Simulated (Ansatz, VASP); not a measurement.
# One calculation of SnSe2, two programs

```
Sn Se
1.0
     3.83905    0.00000    0.00000
    -1.91952    3.32471    0.00000
     0.00000    0.00000    6.01163
Sn Se
1 2
Cartesian
  0.0000 0.0000 0.0750
  0.0000 2.2165 1.5376
  1.9195 1.1082 4.3613
```

Change from the starting cell: mode 9 (240.0 1/cm) frozen in, largest displacement +0.075 Å.

Alike in both runs: task single point; functional PBE; dispersion D3(BJ); k mesh 12 × 12 × 6; occupations gaussian, width 0.03 eV; no spin polarisation.

|  | VASP | Ansatz |
| --- | --- | --- |
| version | VASP 6.6.1 | Ansatz 0.2.0 |
| potentials or method | VASP PAW PBE potentials, release 64 (Sn_d, Se), cutoff 520 eV | scalar-relativistic, plane waves, PAW |
| valence electrons in the cell | 26 | 46 |

VASP gave:

```
gap on the k mesh at the Fermi level (eV)                     : 0.29
least direct gap on the mesh (eV)                             : 0.70
pressure (GPa)                                                : 0.5
traceless stress, the component that is largest in VASP (GPa) : -0.56
rms of the force components (eV/Å)                            : 0.769
```

**Question.** Which values does Ansatz return?

**Answer.** gap on the k mesh at the Fermi level (eV): 0.29; least direct gap on the mesh (eV): 0.72; pressure (GPa): 0.5; traceless stress, the component that is largest in VASP (GPa): -0.56; rms of the force components (eV/Å): 0.763.

Atom by atom the forces differ by 0.008 eV/Å (rms over components). VASP's potentials hold 26 valence electrons a cell and Ansatz's 46, so a difference there can come from the potentials and not from the codes.
